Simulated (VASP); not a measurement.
Rh: single point with r2SCAN

The system is Rh.

```xyz
1
Lattice="0.0000 1.9966 1.8065 1.9966 0.0000 1.8065 1.9966 1.9966 0.0000" Properties=species:S:1:pos:R:3 pbc="T T T"
Rh    0.0000    0.0000    0.0000
```

This cell differs from its parent crystal: strain +0.050 along x and y, -0.050 along z.

```yaml
Program: VASP 6.6.1
Task: single point
Functional: r2SCAN
Potentials_or_basis: VASP PAW PBE potentials, release 64 (Rh_pv)
Cutoff: 520 eV
k_mesh: 22 × 22 × 22
Occupations: gaussian, width 0.15 eV
Spin: no spin polarisation
```

```yaml
Pressure: -9.8 GPa
Band_gap_on_the_k_mesh: zero (an odd number of electrons rules out a gap without spin polarisation)
```

Stress tensor (GPa, compression positive):
```
-16.04   0.00   0.00
  0.00 -16.04   0.00
  0.00   0.00   2.57
```

Levels at points of the mesh, in eV from the Fermi level:
```tsv
k point	band 3	band 4	band 5	band 6	band 7	band 8	band 9	band 10	band 11	band 12
(0.00, 0.00, 0.00)	-47.62	-7.80	-3.18	-3.18	-2.23	-1.60	-0.47	16.95	17.52	21.26
(0.50, 0.00, 0.00)	-47.69	-5.91	-3.54	-2.42	0.28	0.85	1.02	8.70	16.12	17.52
(0.50, 0.50, 0.00)	-48.00	-6.07	-5.80	0.49	1.04	1.04	5.00	12.53	12.53	14.25
(0.50, 0.00, 0.50)	-47.82	-6.06	-5.60	0.42	0.54	1.33	2.76	11.39	13.94	15.00
```

Run time: 10 min on 1 thread of Intel Xeon 8259CL, on a shared host, peak memory 0.27 GiB.

Caveat: the cell differs from its parent crystal (strain +0.050 along x and y, -0.050 along z); the cell stands under tension; the PAW data sets were made with another functional, which shifts forces and pressure a little.
